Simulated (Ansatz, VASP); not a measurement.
## SrLi2Ti4Sn: VASP beside Ansatz

```
CELL_PARAMETERS angstrom
-3.18443 3.18443 3.78650
3.18443 -3.18443 3.78650
3.18443 3.18443 -3.78650
ATOMIC_POSITIONS crystal
Sn 0.00000 0.00000 0.00000
Sr 0.50000 0.50000 0.00000
Li 0.25000 0.75000 0.50000
Li 0.75000 0.25000 0.50000
Ti 0.03526 0.03526 0.41320
Ti 0.96474 0.37794 0.00000
Ti 0.62206 0.62206 0.58680
Ti 0.37794 0.96474 0.00000
```

Alike in both runs: task single point; functional PBE; k mesh 6 × 6 × 6; occupations methfessel-paxton of order 1, width 0.028 eV; no spin polarisation.

```csv
,VASP,Ansatz
version,VASP 6.6.1,Ansatz 0.2.0
potentials or method,"VASP PAW PBE potentials, release 64 (Sn_d, Sr_sv, Li_sv, Ti_sv), cutoff 520 eV",PAW plane waves
valence electrons in the cell,78,78
```

VASP gave:

- rms of the force components (eV/Å): 2.118

What did Ansatz give for the same quantities?

rms of the force components (eV/Å): 2.098.

Atom by atom the forces differ by 0.020 eV/Å (rms over components).

Noted on VASP's run: the cutoff is under 1.25 times that of the potentials, so the pressure is a little rough.
